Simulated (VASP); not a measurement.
Runs of VASP 6.6.1 on Cd. The structure is that of space group P6_3/mmc (No. 194), or close to it. The cells are those of the table. 

| cell | further INCAR settings | gap on the mesh (eV) | pressure (GPa) |
| --- | --- | --- | --- |
| a = 2.944, b = 2.944, c = 5.723 Å, angles 90.0, 90.0, 120.0°, 2 atoms | ALGO = Fast; EDIFF = 1e-06; NBANDS = 19 | none | (b) |
| a = 2.944, b = 2.944, c = 5.498 Å, angles 90.0, 90.0, 120.0°, 2 atoms | ALGO = Fast; EDIFF = 1e-06; NBANDS = 19 | none | 1.4 |
| a = 2.944, b = 2.944, c = 5.386 Å, angles 90.0, 90.0, 120.0°, 2 atoms | ALGO = Fast; EDIFF = 1e-06; NBANDS = 19 | none | 2.6 |
| a = 2.944, b = 2.944, c = 5.274 Å, angles 90.0, 90.0, 120.0°, 2 atoms | ALGO = Fast; EDIFF = 1e-07; NBANDS = 19 | none | (a) |
| a = 3.003, b = 3.003, c = 5.543 Å, angles 90.0, 90.0, 120.0°, 2 atoms | ALGO = Fast; EDIFF = 1e-06; NBANDS = 19 | none | -1.6 |

Alike in all rows: task single point; level PBEsol; potentials or basis VASP PAW PBE potentials, release 64 (Cd); no spin polarisation; k mesh 24 × 24 × 10; cutoff (eV) 520; smearing gaussian 0.1 eV.

Fill in the values left out.

(a) 4.0; (b) -0.4.

Caveats: the PAW data sets were made with another functional, which shifts forces and pressure a little.

A k mesh can miss the band edges, and the runs leave out spin-orbit coupling on Cd.

A gap of «none» marks levels without a gap at the run's occupations.
